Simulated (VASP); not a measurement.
# ZrC (I4/mmm) in VASP: single point with PBEsol

Aim: the single point of ZrC with PBEsol.

Everything below comes from runs of VASP 6.6.1. Logs are shortened: lines on timing, memory, paths and dates and some standing lists are left out, and cuts for length are marked.

**1. The cell of the first run**

Symmetry: I4/mmm, No. 139, tetragonal system. Conventional cell: a = 3.369 Å, b = 3.369 Å, c = 4.574 Å, α = 90.00°, β = 90.00°, γ = 90.00°. Zr (site symmetry 4/mmm) has 6 C at 2.29 to 2.38 Å within 3.0 Å. C (site symmetry 4/mmm) has 6 Zr at 2.29 to 2.38 Å within 3.0 Å.

**2. Single point, PBEsol**

File INCAR:

```
PREC     = Accurate       # precision mode
ENCUT    = 520            # plane-wave cutoff, eV
EDIFF    = 1E-6           # SCF threshold, eV
ISMEAR   = 0              # smearing method
SIGMA    = 0.15           # smearing width, eV
LREAL    = False          # projectors in reciprocal space
LASPH    = True           # aspherical terms in the spheres
NELM     = 80             # most SCF steps
ALGO     = Normal         # electronic algorithm
ISIF     = 2              # what is computed and relaxed
LWAVE    = False          # write WAVECAR
LCHARG   = False          # write CHGCAR
GGA      = PS             # functional
NBANDS   = 15             # bands
```

File KPOINTS:

```
Automatic mesh
0
Gamma
  20 20 20
```

File POSCAR:

```
ZrC
1.0
    0.0000000000      2.3824086587      2.2871123123
    2.3824086587      0.0000000000      2.2871123123
    2.3824086587      2.3824086587      0.0000000000
Zr C
1 1
Direct
    0.5000000000      0.5000000000      0.5000000000
    0.0000000000      0.0000000000      0.0000000000
```

Potentials or basis: VASP PAW PBE potentials, release 64 (Zr_sv, C).

On the command line:

```console
$ cat potpaw_PBE.64/Zr_sv/POTCAR potpaw_PBE.64/C/POTCAR > POTCAR
$ mpirun -np 1 vasp_std > vasp.out
```

OUTCAR:

```text
PREC = Accurate
   ENCUT = 520
   EDIFF = 1E-6
   ISMEAR = 0
   LREAL = False
   LASPH = True
   NELM = 80
   ISIF = 2
   GGA = PS

 ion  position               nearest neighbor table
   1  0.500  0.500  0.500-   2 2.29   2 2.29   2 2.38   2 2.38   2 2.38   2 2.38
   2  0.000  0.000  0.000-   1 2.29   1 2.29   1 2.38   1 2.38   1 2.38   1 2.38

  LATTYP: Found a body centered tetragonal cell.
 ALAT       =     3.3692346362
 C/A-ratio  =     1.3576450198

  Lattice vectors:

 A1 = (   0.0000000000,  -2.3824086587,  -2.2871123123)
 A2 = (   0.0000000000,   2.3824086587,  -2.2871123123)
 A3 = (   2.3824086587,   0.0000000000,   2.2871123123)

Analysis of symmetry for initial positions (statically):
=====================================================================
 Subroutine PRICEL returns:
 Original cell was already a primitive cell.

 Routine SETGRP: Setting up the symmetry group for a
 body centered tetragonal supercell.

 Subroutine GETGRP returns: Found 16 space group operations
 (whereof 16 operations were pure point group operations)
 out of a pool of 16 trial point group operations.

The static configuration has the point symmetry D_4h.

Analysis of symmetry for dynamics (positions and initial velocities):
=====================================================================
 Subroutine PRICEL returns:
 Original cell was already a primitive cell.

 Routine SETGRP: Setting up the symmetry group for a
 body centered tetragonal supercell.

 Subroutine GETGRP returns: Found 16 space group operations
 (whereof 16 operations were pure point group operations)
 out of a pool of 16 trial point group operations.

The dynamic configuration has the point symmetry D_4h.

 Subroutine INISYM returns: Found 16 space group operations
 (whereof 16 operations are pure point group operations),
 and found     1 'primitive' translations

----------------------------------------------------------------------------------------

                                     Primitive cell

  volume of cell :      25.9627

  direct lattice vectors                    reciprocal lattice vectors
     0.000000000  2.382408659  2.287112312    -0.209871635  0.209871635  0.218616286
     2.382408659  0.000000000  2.287112312     0.209871635 -0.209871635  0.218616286
     2.382408659  2.382408659  0.000000000     0.209871635  0.209871635 -0.218616286

  length of vectors
     3.302537471  3.302537471  3.369234636     0.368626216  0.368626216  0.368626216

  position of ions in fractional coordinates (direct lattice)
     0.500000000  0.500000000  0.500000000
     0.000000000  0.000000000  0.000000000

  ion indices of the primitive-cell ions
   primitive index   ion index
                 1           1
                 2           2

----------------------------------------------------------------------------------------

 KPOINTS: Automatic mesh

Automatic generation of k-mesh.
 Grid dimensions read from file:
 generate k-points for:   20   20   20

 Generating k-lattice:

  Cartesian coordinates                     Fractional coordinates (reciprocal lattice)
    -0.010493582  0.010493582  0.010930814     0.050000000 -0.000000000  0.000000000
     0.010493582 -0.010493582  0.010930814    -0.000000000  0.050000000  0.000000000
     0.010493582  0.010493582 -0.010930814     0.000000000  0.000000000  0.050000000

  Length of vectors
     0.018431311  0.018431311  0.018431311

  Shift w.r.t. Gamma in fractional coordinates (k-lattice)
     0.000000000  0.000000000  0.000000000

 Subroutine IBZKPT returns following result:
 ===========================================

 Found    641 irreducible k-points:

 Following reciprocal coordinates:
            Coordinates               Weight
  0.000000  0.000000  0.000000      1.000000
  0.050000  0.000000  0.000000      8.000000
  0.100000 -0.000000  0.000000      8.000000
  0.150000  0.000000  0.000000      8.000000
  0.200000 -0.000000  0.000000      8.000000
  0.250000  0.000000  0.000000      8.000000
[... 16 lines left out ...]
 -0.400000  0.050000  0.000000      8.000000
 -0.350000  0.050000  0.000000      8.000000
 [... further k-points ...]
   k-points           NKPTS =    641   k-points in BZ     NKDIM =    641   number of bands    NBANDS=     15
   number of dos      NEDOS =    301   number of ions     NIONS =      2
   total plane-waves  NPLWV =  21952
   dimension x,y,z NGX =    28 NGY =   28 NGZ =   28
   dimension x,y,z NGXF=    56 NGYF=   56 NGZF=   56
   ions per type =               1   1
   NGX,Y,Z   is equivalent  to a cutoff of  14.09, 14.09, 13.82 a.u.
   NGXF,Y,Z  is equivalent  to a cutoff of  28.19, 28.19, 27.63 a.u.
 SYSTEM =  unknown system
   PREC   = accura    normal or accurate (medium, high low for compatibility)
   ISTART =      0    job   : 0-new  1-cont  2-samecut
   ICHARG =      2    charge: 1-file 2-atom 10-const
   ISPIN  =      1    spin polarized calculation?
   LNONCOLLINEAR =      F non collinear calculations
   LSORBIT =      F    spin-orbit coupling
   LASPH  =      T    aspherical Exc in radial PAW
   ENCUT  =  520.0 eV  38.22 Ry    6.18 a.u.   6.14  6.14  6.26*2*pi/ulx,y,z
   NELM   =     80;   NELMIN=  2; NELMDL= -5     # of ELM steps
   EDIFF  = 0.1E-05   stopping-criterion for ELM
   LREAL  =      F    real-space projection
[... 7 lines left out ...]
   TEBEG  =    0.0;   TEEND  =   0.0 temperature during run
   PSTRESS=    0.0 pullay stress
   NELECT =      16.0000    total number of electrons
   NUPDOWN=      -1.0000    fix difference up-down
   EMIN   =  10.00;   EMAX   =-10.00  energy-range for DOS
   EFERMI =   0.00;   METHOD = LEGACY
   ISMEAR =     0;   SIGMA  =   0.15  broadening in eV -4-tet -1-fermi 0-gaus
   EFERMI_NEDOS =   21; number of points for ismear=-14 and -15
   IALGO  =     38    algorithm
   IMIX   =      4    mixing-type and parameters
     AMIX     =   0.40;   BMIX     =  1.00
     AMIX_MAG =   1.60;   BMIX_MAG =  1.00
  volume/ion in A,a.u.               =      12.98        87.60
  Fermi-wavevector in a.u.,A,eV,Ry     =   1.393151  2.632673 26.407131  1.940869
  Thomas-Fermi vector in A             =   2.516825
   LORBIT       =      0    0 simple, 1 ext, 2 COOP (PROOUT), +10 PAW based schemes
   GGA     = PS    functional components
   LHFCALC =     F    Hartree Fock is set to
   AEXX    =    0.0000 exact exchange contribution
   IVDW    =     0    specifies the selected vdW correction
   LEPSILON=     F    determine dielectric tensor
   LRPA    =     F    only Hartree local field effects (RPA)
 non-spin polarized calculation
 Gauss-broadening in eV      SIGMA  =   0.15
  energy-cutoff  :      520.00
  volume of cell :       25.96
 maximum number of plane-waves:       716
 NGX is ok and might be reduce to    28
   NGX = 13   NGY = 13   NGZ = 13

 number of electron      16.0000000 magnetization

 Free energy of the ion-electron system (eV)
  ---------------------------------------------------
  ext. energy  EPLUGINS =         0.00000000
  ---------------------------------------------------
  free energy    TOTEN  =       -20.53510822 eV

  energy without entropy =      -20.53179109  energy(sigma->0) =      -20.53344966

 E-fermi :   9.5042     XC(G=0): -12.2769

 val. band max:        9.5010228329   @ k =   0.4500   0.0000   0.4500
 cond. band min:       9.5190753338   @ k =   0.4000   0.3000   0.0000
 fundamental gap:      0.0180525008
 Fermi energy:         9.5042185682

 k-point     1 :       0.0000    0.0000    0.0000
  band No.  band energies     occupation
      1     -38.4752      2.00000
      2     -16.2255      2.00000
      3     -16.2255      2.00000
      4     -16.2043      2.00000
      5      -1.7908      2.00000
      6      10.3707      0.00000
      7      10.3707      0.00000
      8      10.4256      0.00000
      9      10.4256      0.00000
     10      10.5964      0.00000
     11      10.8247      0.00000
     12      12.0653      0.00000
     13      12.4194      0.00000
     14      16.9258      0.00000
     15      19.8913      0.00000

 k-point     2 :       0.0500    0.0000    0.0000
  band No.  band energies     occupation
      1     -38.4727      2.00000
      2     -16.2441      2.00000
      3     -16.2281      2.00000
      4     -16.2102      2.00000
      5      -1.7327      2.00000
      6       9.8252      0.00248
      7       9.9256      0.00007
      8      10.1328      0.00000
      9      10.6403      0.00000
     10      10.8133      0.00000
     11      11.0677      0.00000
     12      12.4167      0.00000
     13      12.7794      0.00000
     14      17.0532      0.00000
     15      20.0510      0.00000

 k-point     3 :       0.1000   -0.0000    0.0000
  band No.  band energies     occupation
      1     -38.4654      2.00000
      2     -16.3083      2.00000
      3     -16.2358      2.00000
      4     -16.2163      2.00000
      5      -1.5622      2.00000
      6       9.0921      1.99990
      7       9.3127      1.92901
      8       9.5255      0.84115
      9      10.8572      0.00000
     10      11.0148      0.00000
     11      11.4079      0.00000
     12      13.1715      0.00000
     13      13.5576      0.00000
     14      17.4019      0.00000
     15      20.5052      0.00000
[... 343 lines left out ...]
 k-point    23 :      -0.4000    0.0500    0.0000
  band No.  band energies     occupation
      1     -38.3776      2.00000
      2     -17.0237      2.00000
      3     -16.3226      2.00000
      4     -16.2851      2.00000
      5       0.9301      2.00000
      6       4.6336      2.00000
      7       6.6265      2.00000
      8       6.8411      2.00000
      9      13.4706      0.00000
     10      13.5594      0.00000
     11      14.1273      0.00000
     12      17.1187      0.00000
     13      19.0097      0.00000
     14      19.0727      0.00000
     15      23.1974      0.00000

 k-point    24 :      -0.3500    0.0500    0.0000
  band No.  band energies     occupation
      1     -38.3880      2.00000
      2     -16.9425      2.00000
      3     -16.3087      2.00000
      4     -16.2830      2.00000
      5       0.5238      2.00000
      6       5.1375      2.00000
      7       6.7991      2.00000
      8       7.1000      2.00000
      9      13.0048      0.00000
     10      13.0208      0.00000
     11      13.7139      0.00000
     12      17.8305      0.00000
     13      18.2910      0.00000
     14      18.4480      0.00000
     15      23.5493      0.00000

 [... further k-points ...]
[... 5 lines left out ...]
  --------------------------------------------------------------------------------------
  -------------------------------------------------------------------------------------
  Total       -1.4081534     -1.4081534      1.1151466      0.0000000     -0.0000000      0.0000000
  in kB      -86.8981548    -86.8981548     68.8164915      0.0000000     -0.0000000      0.0000000
  external PRESSURE =     -34.9932727 kB  Pullay stress =       0.0000000 kB

 VOLUME and BASIS-vectors are now :
 -----------------------------------------------------------------------------
  energy-cutoff  :      520.00
  volume of cell :       25.96
      direct lattice vectors                 reciprocal lattice vectors
     0.000000000  2.382408659  2.287112312    -0.209871635  0.209871635  0.218616286
     2.382408659  0.000000000  2.287112312     0.209871635 -0.209871635  0.218616286
     2.382408659  2.382408659  0.000000000     0.209871635  0.209871635 -0.218616286

 POSITION                                       TOTAL-FORCE (eV/Angst)
 -----------------------------------------------------------------------------------
      2.38241      2.38241      2.28711        -0.000000      0.000000     -0.000000
      0.00000      0.00000      0.00000         0.000000     -0.000000      0.000000
 -----------------------------------------------------------------------------------
    total drift:                                0.000000      0.000000      0.000000

  FREE ENERGIE OF THE ION-ELECTRON SYSTEM (eV)
  ---------------------------------------------------
  free  energy   TOTEN  =       -20.5351082177 eV

  energy  without entropy=      -20.5317910946  energy(sigma->0) =      -20.53344966
```

Wall time 2 min (1 thread of Intel Xeon 6975P-C (Granite Rapids), shared host); peak memory 0.36 GiB.

Results:

```
Free energy            : -20.5351 eV
Pressure               : -3.5 GPa
Band gap on the k mesh : zero (band 8 reaches 10.43 eV, above the bottom of band 9 at 8.89 eV)
```

Stress tensor (GPa, compression positive):
```
-8.69  0.00  0.00
 0.00 -8.69  0.00
 0.00  0.00  6.88
```

Levels at points of the mesh, in eV from the Fermi level:
| k point | band 6 | band 7 | band 8 | band 9 | band 10 | band 11 |
| --- | --- | --- | --- | --- | --- | --- |
| (0.00, 0.00, 0.00) | 0.87 | 0.87 | 0.92 | 0.92 | 1.09 | 1.32 |
| (0.50, 0.00, 0.00) | -5.35 | -3.00 | -2.94 | 4.34 | 4.66 | 5.36 |
| (0.50, 0.50, 0.00) | -1.88 | -1.76 | -0.09 | -0.09 | 4.48 | 5.67 |
| (0.50, 0.00, 0.50) | -2.22 | -1.79 | 0.03 | 0.25 | 4.39 | 5.45 |

Caveat: the PAW data sets were made with another functional, which shifts forces and pressure a little.
